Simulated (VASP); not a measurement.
Here is a VASP 6.6.1 calculation.

File POSCAR:

```
SiO2
1.0
    4.2270406866      0.0000000000      0.0000000000
    0.0000000000      4.2270406866      0.0000000000
    0.0000000000      0.0000000000      2.6955282899
Si O
2 4
Direct
    0.0000000000      0.0000000000      0.0000000000
    0.5000000000      0.5000000000      0.5000000000
    0.3071970334      0.3071970334      0.0000000000
    0.1928029666      0.8071970334      0.5000000000
    0.8071970334      0.1928029666      0.5000000000
    0.6928029666      0.6928029666      0.0000000000
```

File INCAR.step1:

```
  PREC = Accurate
  ENCUT = 520
  ISMEAR = 0
  SIGMA = 0.01
  LREAL = F
  LASPH = T
  NELM = 80
  NBANDS = 25
  GGA = PE
  ALGO = Normal
  EDIFF = 1E-4
  LWAVE = T
  LCHARG = F
```

Contents of INCAR.step2:

```
  PREC = Accurate
  ENCUT = 520
  EDIFF = 1E-7
  ISMEAR = 0
  SIGMA = 0.01
  LREAL = F
  LASPH = T
  NELM = 80
  ALGO = Normal
  ISIF = 2
  LWAVE = F
  LCHARG = T
  METAGGA = R2SCAN
  LMIXTAU = T
  LELF = T
  LVHAR = T
  NBANDS = 25
  ISTART = 1
```

Contents of KPOINTS:

```
Automatic mesh
0
Gamma
  6 6 10
```

Potentials or basis: VASP PAW PBE potentials, release 64 (Si, O).

Command:

```bash
$ cat potpaw_PBE.64/Si/POTCAR potpaw_PBE.64/O/POTCAR > POTCAR
$ cp INCAR.step1 INCAR
$ mpirun -np 1 vasp_std > vasp.out
$ cp INCAR.step2 INCAR
$ mpirun -np 1 vasp_std > vasp.out
```

Q: Estimate the pressure.

A: -8.5 GPa.

Q: What does it give for the largest force?

A: 0.021 eV/Å.

Stress tensor (GPa, compression positive):
```
 -7.76   0.00   0.00
  0.00  -7.76   0.00
  0.00   0.00 -10.03
```

Caveat: the cell differs from its parent crystal (strain +1.0%); the cell stands under tension; the PAW data sets were made with another functional, which shifts forces and pressure a little.
